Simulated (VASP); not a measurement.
Wanted: the native input for a VASP 6.6.1 run.

```
Task                   : single point
Functional             : PBE
Potentials or basis    : VASP PAW PBE potentials, release 64 (Ga_d, Se)
Cutoff                 : 520 eV
k mesh                 : 8 × 8 × 8
Occupations            : fermi-dirac, width 0.1 eV
Spin                   : no spin polarisation
Dipole correction      : no
Further INCAR settings : ALGO = Normal; EDIFF = 1e-07; NBANDS = 34
```

The structure of GaSe2 lies in POSCAR:

```
GaSe2
1.0
    0.0000000000      4.1547279218      4.1547279218
    4.1547279218      0.0000000000      4.1547279218
    4.1547279218      4.1547279218      0.0000000000
Ga Se
2 4
Direct
    0.5000000000      0.5000000000      0.5000000000
    0.7500000000      0.7500000000      0.7500000000
    0.1250000000      0.1250000000      0.1250000000
    0.6250000000      0.1250000000      0.1250000000
    0.1250000000      0.6250000000      0.1250000000
    0.1250000000      0.1250000000      0.6250000000
```

These files were run (other wordings do the same):

INCAR

```
SYSTEM = GaSe2
PREC     = Accurate       ! precision mode
ENCUT    = 520            ! plane-wave cutoff, eV
EDIFF    = 1E-7           ! SCF threshold, eV
ISMEAR   = -1             ! smearing method
SIGMA    = 0.1            ! smearing width, eV
LREAL    = .FALSE.        ! projectors in reciprocal space
LASPH    = .TRUE.         ! aspherical terms in the spheres
NELM     = 60             ! most SCF steps
ALGO     = Normal         ! electronic algorithm
ISIF     = 2              ! what is computed and relaxed
LWAVE    = .FALSE.        ! write WAVECAR
LCHARG   = .FALSE.        ! write CHGCAR
GGA      = PE             ! functional
NBANDS   = 34             ! bands
```

KPOINTS

```
regular mesh
0
G
  8 8 8
  0 0 0
```

Potentials or basis: VASP PAW PBE potentials, release 64 (Ga_d, Se).

Command:

```console
$ cat potpaw_PBE.64/Ga_d/POTCAR potpaw_PBE.64/Se/POTCAR > POTCAR
$ mpirun -np 1 vasp_std > vasp.out
```

It gave:

* Pressure: 0.0 GPa
* Band gap on the k mesh: zero (bands 25 and 26 overlap by 2.14 eV)

Run time: 97 s on 1 thread of Intel(R) Xeon(R) 6975P-C (Granite Rapids), on a shared host, peak memory 0.37 GiB.
